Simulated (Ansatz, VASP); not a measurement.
**BiB in VASP and in Ansatz**

Contents of INCAR:

```
  PREC = Accurate
  ENCUT = 520
  EDIFF = 1E-7
  ISMEAR = 0
  SIGMA = 0.01
  LREAL = F
  LASPH = T
  NELM = 80
  ALGO = Normal
  ISIF = 2
  LWAVE = F
  LCHARG = F
  GGA = PS
  NBANDS = 16
```

KPOINTS

```
regular mesh
0
Gamma
  2 2 2
```

POSCAR

```
BiB
1.0
    0.0000000000      2.7448744688      2.7448744688
    2.7448744688      0.0000000000      2.7448744688
    2.7448744688      2.7448744688      0.0000000000
B Bi
1 1
Direct
    0.0000000000      0.0000000000      0.0000000000
    0.2500000000      0.2500000000      0.2500000000
```

Input for Ansatz:

```yaml
crystal:
  lattice:
    - [0.0, 2.7448744688, 2.7448744688]
    - [2.7448744688, 0.0, 2.7448744688]
    - [2.7448744688, 2.7448744688, 0.0]
  atoms:
    - { symbol: B, position: [0.0, 0.0, 0.0] }
    - { symbol: Bi, position: [0.25, 0.25, 0.25] }
kpoints:
  mp_grid: { grid: [2, 2, 2] }
hamiltonian:
  xc: pbesol
scf:
  occupations: { method: fixed }
  n_extra_bands: 4
output:
  forces: true
  stress: true
  eigenvalues: true
```

Alike in both runs: task single point; functional PBEsol; k mesh 2 × 2 × 2; no spin polarisation.

|  | VASP | Ansatz |
| --- | --- | --- |
| version | VASP 6.6.1 | Ansatz 0.2.0 |
| potentials or method | VASP PAW PBE potentials, release 64 (B, Bi_d) | plane waves |
| plane-wave cutoff (eV) | 520 | 420 |
| occupations | gaussian, width 0.01 eV | fixed |
| valence electrons in the cell | 18 | 18 |

|  | VASP | Ansatz | Ansatz less VASP |
| --- | --- | --- | --- |
| gap on the k mesh at the Fermi level (eV) | 0.32 | 0.33 | +0.005 |
| pressure (GPa) | 1.8 | 1.9 | +0.04 |

VASP's potentials were made for PBE, not for PBEsol.

The k mesh is coarse, so the values compare programs but aren't converged. Spin-orbit coupling is off throughout.
